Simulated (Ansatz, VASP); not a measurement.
# TiC3: VASP beside Ansatz

INCAR

```
  PREC = Accurate
  ENCUT = 600
  EDIFF = 1E-6
  ISMEAR = 0
  SIGMA = 0.1
  LREAL = F
  LASPH = T
  NELM = 100
  ALGO = Normal
  ISIF = 3
  LWAVE = F
  LCHARG = F
  GGA = PE
  IBRION = 2
  NSW = 90
  EDIFFG = -0.04
```

The input KPOINTS:

```
regular mesh
0
Gamma
  6 6 2
```

Contents of POSCAR:

```
TiC3
1.0
    2.5589195400      0.0000000000      0.0000000000
   -1.2794597700      2.2160893300      0.0000000000
    0.0000000000      0.0000000000      7.9402714800
Ti C
1 3
Direct
    0.6666666700      0.3333333300      0.0000000000
    0.6666666700      0.3333333300      0.5000000000
    0.3333333300      0.6666666700      0.2419234500
    0.3333333300      0.6666666700      0.7580765500
```

Input for Ansatz:

```yaml
crystal:
  lattice:
    - [2.55891954, 0.0, 0.0]
    - [-1.27945977, 2.21608933, 0.0]
    - [0.0, 0.0, 7.94027148]
  atoms:
    - { symbol: Ti, position: [0.66666667, 0.33333333, 0.0] }
    - { symbol: C, position: [0.66666667, 0.33333333, 0.5] }
    - { symbol: C, position: [0.33333333, 0.66666667, 0.24192345] }
    - { symbol: C, position: [0.33333333, 0.66666667, 0.75807655] }
basis:
  ecutwfc: 420
kpoints:
  mp_grid: { grid: [6, 6, 2] }
hamiltonian:
  xc: pbe
scf:
  occupations: { method: gaussian, width: 0.1 }
  lower_state_search: "off"
output:
  forces: true
  stress: true
  eigenvalues: true
relax:
  adjacent_minimum: "off"
  f_tol: 0.04
  max_steps: 70
  cell: { stress_tol: 0.4 }
```

Change from the starting cell: species swapped into the GaAg3 type (P-6m2, No. 187).

Alike in both runs: task relaxation of cell and atoms; functional PBE; k mesh 6 × 6 × 2; occupations gaussian, width 0.1 eV; no spin polarisation.

```csv
,VASP,Ansatz
version,VASP 6.6.1,Ansatz 0.2.0
potentials or method,"VASP PAW PBE potentials, release 64 (Ti_sv, C), cutoff 600 eV","scalar-relativistic, plane waves, PAW"
valence electrons in the cell,24,24
```

Ansatz gave:

```
gap on the k mesh at the Fermi level, each at its own relaxed structure (eV) : none
relaxed volume (Å³/atom)                                                     : 8.45
relaxed cell length with the largest relative difference (Å)                 : 3.018
```

What did VASP give for the same quantities?

gap on the k mesh at the Fermi level, each at its own relaxed structure (eV): none; relaxed volume (Å³/atom): 8.45; relaxed cell length with the largest relative difference (Å): 3.017.

A gap of «none» marks a metal or a gap that the smearing closes.

The k mesh is coarse, so the values compare programs but aren't converged. Noted on VASP's run: the volume moved by over 15 % at a fixed basis, so the end points are rough.
